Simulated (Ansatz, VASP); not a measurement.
Al in VASP and in Ansatz

File INCAR:

```
PREC = Accurate
ENCUT = 600
EDIFF = 1E-7
ISMEAR = -1
SIGMA = 0.1
LREAL = F
LASPH = T
NELM = 80
ALGO = Normal
ISIF = 3
LWAVE = F
LCHARG = F
GGA = RP
IBRION = 2
NSW = 80
EDIFFG = -0.01
```

KPOINTS

```
regular mesh
0
Gamma
  14 14 14
```

POSCAR

```
Al
1.0
   -1.6070768880      1.6070768880      1.6070768880
    1.6070768880     -1.6070768880      1.6070768880
    1.6070768880      1.6070768880     -1.6070768880
Al
1
Direct
    0.0000000000      0.0000000000      0.0000000000
```

Input for Ansatz:

```yaml
crystal:
  lattice:
    - [-1.607076888, 1.607076888, 1.607076888]
    - [1.607076888, -1.607076888, 1.607076888]
    - [1.607076888, 1.607076888, -1.607076888]
  atoms:
    - { symbol: Al, position: [0.0, 0.0, 0.0] }
hamiltonian:
  xc: rpbe
  pseudopotentials:
    kind: paw
    azcp:
      Al: "pseudopotentials/Al.paw.azcp"
basis:
  ecutwfc: 420
  fft_grid_basis: typed
kpoints:
  mp_grid: { grid: [14, 14, 14], shift: [0, 0, 0] }
magnetization:
  spin_polarized: false
scf:
  occupations: { method: fermi_dirac, width: 0.1 }
relax:
  max_steps: 60
  f_tol: 0.01
  cell: {}
```

Alike in both runs: task relaxation of cell and atoms; functional RPBE; k mesh 14 × 14 × 14; occupations fermi-dirac, width 0.1 eV; no spin polarisation.

|  | VASP | Ansatz |
| --- | --- | --- |
| version | VASP 6.6.1 | Ansatz 0.2.0 |
| potentials or method | VASP PAW PBE potentials, release 64 (Al), cutoff 600 eV | plane waves (420 eV) with PAW, scalar-relativistic |
| valence electrons in the cell | 3 | 3 |

|  | VASP | Ansatz | Ansatz less VASP |
| --- | --- | --- | --- |
| relaxed volume (Å³/atom) | 17.24 | 17.27 | +0.037 |
| relaxed cell length with the largest relative difference (Å) | 2.819 | 2.821 | +0.0020 |

VASP's potentials were made for PBE, not for RPBE.
